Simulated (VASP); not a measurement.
# Au: single point with LDA

Au:

```
Au
1.0
    -3.08890    3.51362    1.39072
     3.51362   -3.08890    1.39072
     2.01291    2.01291   -0.61286
Au
2
Direct
  0.00731 0.99269 0.00000
  0.74269 0.25731 0.50000
```

This cell differs from its parent crystal: volume scaled by 1.12.

```
Program                : VASP 6.6.1
Task                   : single point
Functional             : LDA
Potentials or basis    : VASP PAW LDA potentials, release 64 (Au)
Cutoff                 : 520 eV
k mesh                 : 13 × 13 × 13
Occupations            : fermi-dirac, width 0.1 eV
Spin                   : no spin polarisation
Dipole correction      : no
Further INCAR settings : ALGO = Normal; EDIFF = 1e-07; NBANDS = 18
```

```yaml
Pressure: -14.4 GPa
Largest_force: 0.078 eV/Å
Band_gap_on_the_k_mesh: zero (band 11 reaches 10.40 eV, above the bottom of band 12 at 5.36 eV)
```

Forces on the atoms (eV/Å):
```
Au  -0.055  0.055  0.000
Au   0.055 -0.055  0.000
```

Stress tensor (GPa, compression positive):
```
-14.89   0.01   0.21
  0.01 -14.89   0.21
  0.21   0.21 -13.51
```

Levels at points of the mesh, in eV from the Fermi level:
```
           k point  band 9  band 10  band 11  band 12  band 13  band 14
(0.00, 0.00, 0.00)   -2.14    -1.94    -1.45     0.29     3.35    10.82
```

Wall time 5.1 min on 1 thread of Intel(R) Xeon(R) Platinum 8375C CPU @ 2.90GHz (Ice Lake), with other jobs on the host, peak memory 0.43 GiB.

Caveat: spin-orbit coupling is left out, which moves the levels of the heavy elements.
